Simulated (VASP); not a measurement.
# Nb (Fm-3m) in VASP: notebook

Nb is run at these levels: PBE; tasks: single point, relaxation of cell and atoms.

All numbers are computed with VASP 6.6.1; they aren't measurements. Logs are shortened: lines on timing, memory, paths and dates and some standing lists are left out, and cuts for length are marked.

**1. The cell of the first run**

It takes space group Fm-3m (No. 225, cubic). Conventional cell: a = 4.228 Å, b = 4.228 Å, c = 4.228 Å, α = 90.00°, β = 90.00°, γ = 90.00°. Within 3.9 Å of Nb (site symmetry m-3m) lie 12 Nb at 2.99 Å.

This isn't the form of Nb at room conditions, which is bcc.

**2. Single point, PBE**

INCAR

```
SYSTEM = Nb
PREC     = Accurate       ! precision mode
ENCUT    = 500            ! plane-wave cutoff, eV
EDIFF    = 1E-6           ! SCF threshold, eV
ISMEAR   = -1             ! smearing method
SIGMA    = 0.05           ! smearing width, eV
LREAL    = .False.        ! projectors in reciprocal space
LASPH    = .True.         ! aspherical terms in the spheres
NELM     = 120            ! most SCF steps
ALGO     = Normal         ! electronic algorithm
ISIF     = 2              ! what is computed and relaxed
LWAVE    = .False.        ! write WAVECAR
LCHARG   = .False.        ! write CHGCAR
GGA      = PE             ! functional
NBANDS   = 12             ! bands
GGA_COMPAT= .False.
```

KPOINTS

```
regular mesh
0
Gamma
  9 9 9
  0 0 0
```

POSCAR

```
Nb
1.0
    0.0000000000      2.1138011462      2.1138011462
    2.1138011462      0.0000000000      2.1138011462
    2.1138011462      2.1138011462      0.0000000000
Nb
1
Direct
    0.0000000000      0.0000000000      0.0000000000
```

Potentials or basis: VASP PAW PBE potentials, release 64 (Nb_sv).

The run is started by

```console
$ cat potpaw_PBE.64/Nb_sv/POTCAR > POTCAR
$ mpirun -np 1 vasp_std > vasp.out
```

OUTCAR:

```text
SYSTEM = Nb
   PREC = Accurate
   ENCUT = 500
   EDIFF = 1E-6
   ISMEAR = -1
   LREAL = .False.
   LASPH = .True.
   NELM = 120
   ISIF = 2
   GGA = PE

 ion  position               nearest neighbor table
   1  0.000  0.000  0.000-

  LATTYP: Found a face centered cubic cell.
 ALAT       =     4.2276022924

  Lattice vectors:

 A1 = (   0.0000000000,   2.1138011462,   2.1138011462)
 A2 = (   2.1138011462,   0.0000000000,   2.1138011462)
 A3 = (   2.1138011462,   2.1138011462,   0.0000000000)

Analysis of symmetry for initial positions (statically):
=====================================================================
 Subroutine PRICEL returns:
 Original cell was already a primitive cell.

 Routine SETGRP: Setting up the symmetry group for a
 face centered cubic supercell.

 Subroutine GETGRP returns: Found 48 space group operations
 (whereof 48 operations were pure point group operations)
 out of a pool of 48 trial point group operations.

The static configuration has the point symmetry O_h .

Analysis of symmetry for dynamics (positions and initial velocities):
=====================================================================
 Subroutine PRICEL returns:
 Original cell was already a primitive cell.

 Routine SETGRP: Setting up the symmetry group for a
 face centered cubic supercell.

 Subroutine GETGRP returns: Found 48 space group operations
 (whereof 48 operations were pure point group operations)
 out of a pool of 48 trial point group operations.

The dynamic configuration has the point symmetry O_h .

 Subroutine INISYM returns: Found 48 space group operations
 (whereof 48 operations are pure point group operations),
 and found     1 'primitive' translations

----------------------------------------------------------------------------------------

                                     Primitive cell

  volume of cell :      18.8896

  direct lattice vectors                    reciprocal lattice vectors
     0.000000000  2.113801146  2.113801146    -0.236540699  0.236540699  0.236540699
     2.113801146  0.000000000  2.113801146     0.236540699 -0.236540699  0.236540699
     2.113801146  2.113801146  0.000000000     0.236540699  0.236540699 -0.236540699

  length of vectors
     2.989366249  2.989366249  2.989366249     0.409700508  0.409700508  0.409700508

  position of ions in fractional coordinates (direct lattice)
     0.000000000  0.000000000  0.000000000

  ion indices of the primitive-cell ions
   primitive index   ion index
                 1           1

----------------------------------------------------------------------------------------

 KPOINTS: regular mesh

Automatic generation of k-mesh.
 Grid dimensions read from file:
 generate k-points for:    9    9    9

 Generating k-lattice:

  Cartesian coordinates                     Fractional coordinates (reciprocal lattice)
    -0.026282300  0.026282300  0.026282300     0.111111111  0.000000000  0.000000000
     0.026282300 -0.026282300  0.026282300     0.000000000  0.111111111  0.000000000
     0.026282300  0.026282300 -0.026282300     0.000000000  0.000000000  0.111111111

  Length of vectors
     0.045522279  0.045522279  0.045522279

  Shift w.r.t. Gamma in fractional coordinates (k-lattice)
     0.000000000  0.000000000  0.000000000

 Subroutine IBZKPT returns following result:
 ===========================================

 Found     35 irreducible k-points:

 Following reciprocal coordinates:
            Coordinates               Weight
  0.000000  0.000000  0.000000      1.000000
  0.111111  0.000000  0.000000      8.000000
  0.222222  0.000000  0.000000      8.000000
  0.333333  0.000000  0.000000      8.000000
  0.444444  0.000000  0.000000      8.000000
  0.111111  0.111111  0.000000      6.000000
[... 16 lines left out ...]
 -0.333333  0.333333  0.000000     12.000000
  0.444444  0.444444  0.000000      6.000000
 [... further k-points ...]
   k-points           NKPTS =     35   k-points in BZ     NKDIM =     35   number of bands    NBANDS=     12
   number of dos      NEDOS =    301   number of ions     NIONS =      1
   total plane-waves  NPLWV =  13824
   dimension x,y,z NGX =    24 NGY =   24 NGZ =   24
   dimension x,y,z NGXF=    48 NGYF=   48 NGZF=   48
   ions per type =               1
   NGX,Y,Z   is equivalent  to a cutoff of  13.35, 13.35, 13.35 a.u.
   NGXF,Y,Z  is equivalent  to a cutoff of  26.69, 26.69, 26.69 a.u.
 SYSTEM =  Nb
   PREC   = accura    normal or accurate (medium, high low for compatibility)
   ISTART =      0    job   : 0-new  1-cont  2-samecut
   ICHARG =      2    charge: 1-file 2-atom 10-const
   ISPIN  =      1    spin polarized calculation?
   LNONCOLLINEAR =      F non collinear calculations
   LSORBIT =      F    spin-orbit coupling
   LASPH  =      T    aspherical Exc in radial PAW
   ENCUT  =  500.0 eV  36.75 Ry    6.06 a.u.   5.45  5.45  5.45*2*pi/ulx,y,z
   NELM   =    120;   NELMIN=  2; NELMDL= -5     # of ELM steps
   EDIFF  = 0.1E-05   stopping-criterion for ELM
   LREAL  =      F    real-space projection
   EDIFFG = 0.1E-04   stopping-criterion for IOM
   NSW    =      0    number of steps for IOM
   IBRION =     -1    ionic relax: 0-MD 1-quasi-New 2-CG
   NFREE  =      0    steps in history (QN), initial steepest desc. (CG)
   ISIF   =      2    stress and relaxation
   ISYM   =      2    0-nonsym 1-usesym 2-fastsym
   POTIM  = 0.5000    time-step for ionic-motion
   TEBEG  =    0.0;   TEEND  =   0.0 temperature during run
   PSTRESS=    0.0 pullay stress
   NELECT =      13.0000    total number of electrons
   NUPDOWN=      -1.0000    fix difference up-down
   EMIN   =  10.00;   EMAX   =-10.00  energy-range for DOS
   EFERMI =   0.00;   METHOD = LEGACY
   ISMEAR =    -1;   SIGMA  =   0.05  broadening in eV -4-tet -1-fermi 0-gaus
   EFERMI_NEDOS =   21; number of points for ismear=-14 and -15
   IALGO  =     38    algorithm
   IMIX   =      4    mixing-type and parameters
     AMIX     =   0.40;   BMIX     =  1.00
     AMIX_MAG =   1.60;   BMIX_MAG =  1.00
  volume/ion in A,a.u.               =      18.89       127.47
  Fermi-wavevector in a.u.,A,eV,Ry     =   1.445379  2.731371 28.424220  2.089121
  Thomas-Fermi vector in A             =   2.563568
   LORBIT       =      0    0 simple, 1 ext, 2 COOP (PROOUT), +10 PAW based schemes
   GGA     = PE    functional components
   LHFCALC =     F    Hartree Fock is set to
   AEXX    =    0.0000 exact exchange contribution
   IVDW    =     0    specifies the selected vdW correction
   LEPSILON=     F    determine dielectric tensor
   LRPA    =     F    only Hartree local field effects (RPA)
 non-spin polarized calculation
  energy-cutoff  :      500.00
  volume of cell :       18.89
 maximum number of plane-waves:       531
 NGX is ok and might be reduce to    24
   NGX = 11   NGY = 11   NGZ = 11

 number of electron      13.0000001 magnetization

 Free energy of the ion-electron system (eV)
  ---------------------------------------------------
  ext. energy  EPLUGINS =         0.00000000
  ---------------------------------------------------
  free energy    TOTEN  =        -9.89298031 eV

  energy without entropy =       -9.87939750  energy(sigma->0) =       -9.88618891

 E-fermi :  10.8510     XC(G=0): -12.2627

 val. band max:       10.8442910756   @ k =   0.4444   0.3333   0.1111
 cond. band min:      10.9085463621   @ k =   0.3333   0.1111   0.0000
 fundamental gap:      0.0642552866
 Fermi energy:        10.8509570430

 k-point     1 :       0.0000    0.0000    0.0000
  band No.  band energies     occupation
      1     -43.9531      2.00000
      2     -19.3502      2.00000
      3     -19.3502      2.00000
      4     -19.3502      2.00000
      5       4.6638      2.00000
      6      10.9712      0.16564
      7      10.9712      0.16564
      8      10.9712      0.16564
      9      13.5380      0.00000
     10      13.5380      0.00000
     11      22.6903      0.00000
     12      27.4358      0.00000

 k-point     2 :       0.1111    0.0000    0.0000
  band No.  band energies     occupation
      1     -43.9314      2.00000
      2     -19.4941      2.00000
      3     -19.3681      2.00000
      4     -19.3681      2.00000
      5       5.1088      2.00000
      6      10.6501      1.96461
      7      11.1632      0.00388
      8      11.1632      0.00388
      9      13.3828      0.00000
     10      13.3828      0.00000
     11      23.5469      0.00000
     12      25.9126      0.00000

 k-point     3 :       0.2222    0.0000    0.0000
  band No.  band energies     occupation
      1     -43.8763      2.00000
      2     -19.8482      2.00000
      3     -19.4131      2.00000
      4     -19.4131      2.00000
      5       6.1848      2.00000
      6      10.1897      2.00000
      7      11.3686      0.00006
      8      11.3686      0.00006
      9      13.4451      0.00000
     10      13.4451      0.00000
     11      23.5508      0.00000
     12      25.6873      0.00000
[... 286 lines left out ...]
 k-point    23 :      -0.3333    0.3333    0.0000
  band No.  band energies     occupation
      1     -43.7190      2.00000
      2     -20.1353      2.00000
      3     -20.1250      2.00000
      4     -19.6198      2.00000
      5       8.3446      2.00000
      6       9.1519      2.00000
      7      10.6067      1.98499
      8      12.9233      0.00000
      9      14.5851      0.00000
     10      18.3722      0.00000
     11      21.9871      0.00000
     12      23.0720      0.00000

 k-point    24 :       0.4444    0.4444    0.0000
  band No.  band energies     occupation
      1     -43.7116      2.00000
      2     -20.4042      2.00000
      3     -19.7507      2.00000
      4     -19.7507      2.00000
      5       6.9344      2.00000
      6       7.6577      2.00000
      7      14.0002      0.00000
      8      15.3885      0.00000
      9      15.6918      0.00000
     10      15.6918      0.00000
     11      22.5568      0.00000
     12      22.5568      0.00000

 [... further k-points ...]

------------------------ aborting loop because EDIFF is reached ----------------------------------------

  FORCE on cell =-STRESS in cart. coord.  units (eV):
  Direction    XX          YY          ZZ          XY          YZ          ZX
  --------------------------------------------------------------------------------------
  -------------------------------------------------------------------------------------
  Total       -0.0414472     -0.0414472     -0.0414472     -0.0000000     -0.0000000     -0.0000000
  in kB       -3.5154688     -3.5154688     -3.5154688     -0.0000000     -0.0000000     -0.0000000
  external PRESSURE =      -3.5154688 kB  Pullay stress =       0.0000000 kB

 VOLUME and BASIS-vectors are now :
 -----------------------------------------------------------------------------
  energy-cutoff  :      500.00
  volume of cell :       18.89
      direct lattice vectors                 reciprocal lattice vectors
     0.000000000  2.113801146  2.113801146    -0.236540699  0.236540699  0.236540699
     2.113801146  0.000000000  2.113801146     0.236540699 -0.236540699  0.236540699
     2.113801146  2.113801146  0.000000000     0.236540699  0.236540699 -0.236540699

 POSITION                                       TOTAL-FORCE (eV/Angst)
 -----------------------------------------------------------------------------------
      0.00000      0.00000      0.00000         0.000000      0.000000      0.000000
 -----------------------------------------------------------------------------------
    total drift:                               -0.000000      0.000000     -0.000000

  FREE ENERGIE OF THE ION-ELECTRON SYSTEM (eV)
  ---------------------------------------------------
  free  energy   TOTEN  =        -9.8929803119 eV

  energy  without entropy=       -9.8793975012  energy(sigma->0) =       -9.88618891
```

Run time: 5.3 s. Hardware: 1 thread of Intel Xeon Platinum 8488C (Sapphire Rapids), shared host; peak memory 0.13 GiB.

Results:

* Free energy: -9.8930 eV
* Pressure: -0.4 GPa
* Band gap on the k mesh: zero (an odd number of electrons rules out a gap without spin polarisation)

**3. Relaxation of cell and atoms, PBE**

This run uses another cell than the first one, of 18.39 Å³/atom.

INCAR

```
SYSTEM = Nb
  PREC = Accurate
  ENCUT = 500
  EDIFF = 1E-7
  ISMEAR = -1
  SIGMA = 0.05
  LREAL = .FALSE.
  LASPH = .TRUE.
  NELM = 120
  ALGO = Normal
  ISIF = 3
  LWAVE = .FALSE.
  LCHARG = .FALSE.
  GGA = PE
  IBRION = 2
  NSW = 80
  EDIFFG = -0.03
  GGA_COMPAT = .FALSE.
  NELMIN = 4
```

KPOINTS

```
Automatic mesh
0
G
  9 9 9
  0 0 0
```

POSCAR

```
Nb
1.0
    0.0000000000      2.0950000000      2.0950000000
    2.0950000000      0.0000000000      2.0950000000
    2.0950000000      2.0950000000      0.0000000000
Nb
1
Direct
    0.0000000000      0.0000000000      0.0000000000
```

Potentials or basis: VASP PAW PBE potentials, release 64 (Nb_sv).

The run is started by

```console
$ cat potpaw_PBE.64/Nb_sv/POTCAR > POTCAR
$ mpirun -np 1 vasp_std > vasp.out
```

Run time: 14 s. Hardware: 1 thread of Intel Xeon Platinum 8488C (Sapphire Rapids), shared host; peak memory 0.14 GiB.

Results (log left out):

- Free energy: -9.8925 eV
- Relaxed volume: 18.85 Å³/atom
- Relaxed cell: a = 2.987 Å, b = 2.987 Å, c = 2.987 Å, α = 60.00°, β = 60.00°, γ = 60.00°
- Space group after relaxing (to 0.1 Å): Fm-3m (No. 225)
- Energy gained by relaxing: 6.0 meV/atom
- Ionic steps: 3
- Pressure after relaxing: -0.1 GPa
- Band gap on the k mesh: zero (an odd number of electrons rules out a gap without spin polarisation)

The path:
```
step  energy change (eV)  largest force (eV/Å)  pressure (GPa)  volume (Å³)
   1              0.0000                0.0000            4.28        18.39
   2              0.0141                0.0000           -7.06        19.73
   3             -0.0060                0.0000           -0.05        18.85
```

Final structure:
```
Nb
1.0
     0.00000    2.11241    2.11241
     2.11241    0.00000    2.11241
     2.11241    2.11241    0.00000
Nb
1
Cartesian
  0.0000 0.0000 0.0000
```

Levels at points of the mesh, in eV from the Fermi level:
```csv
k point,band 4,band 5,band 6,band 7,band 8,band 9
"(0.00, 0.00, 0.00)",-30.20,-6.19,0.12,0.12,0.12,2.69
```

(Part 1 of 2 ends here.)
